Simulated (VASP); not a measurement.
LiInPt, 3 atoms in the cell. Symmetry: P-6m2, No. 187, hexagonal system. Conventional cell: a = 4.258 Å, b = 4.258 Å, c = 2.790 Å, α = 90.00°, β = 90.00°, γ = 120.00°. Within 3.2 Å of Li (site symmetry -6m2) lie 3 Pt at 2.46 Å and 2 Li at 2.79 Å and 6 In at 2.83 Å. In (site symmetry -6m2) has 2 In at 2.79 Å and 6 Pt at 2.83 Å and 6 Li at 2.83 Å within 3.7 Å. Pt (site symmetry -6m2) has 3 Li at 2.46 Å and 2 Pt at 2.79 Å and 6 In at 2.83 Å within 3.2 Å. 

| Item | Value |
| --- | --- |
| Program | VASP 6.6.1 |
| Task | single point |
| Functional | PBEsol |
| Potentials or basis | VASP PAW PBE potentials, release 64 (Li_sv, In_d, Pt) |
| Cutoff | 520 eV |
| k mesh | 12 × 12 × 14 |
| Occupations | gaussian, width 0.1 eV |
| Spin | no spin polarisation |
| Dipole correction | no |
| Further INCAR settings | ALGO = Fast; EDIFF = 1e-06; NBANDS = 20 |

Potentials or basis: VASP PAW PBE potentials, release 64 (Li_sv, In_d, Pt).

Command:

```bash
$ cat potpaw_PBE.64/Li_sv/POTCAR potpaw_PBE.64/In_d/POTCAR potpaw_PBE.64/Pt/POTCAR > POTCAR
$ mpirun -np 1 vasp_std > vasp.out
```

Hardware: 1 thread of Intel(R) Xeon(R) 6975P-C (Granite Rapids), with other jobs on the host.

Q: Estimate the wall time of this run.

A: Wall time 73 s on 1 thread of Intel(R) Xeon(R) 6975P-C (Granite Rapids) (shared host), peak memory 0.27 GiB. Counts: scf iterations 21, k points 152.
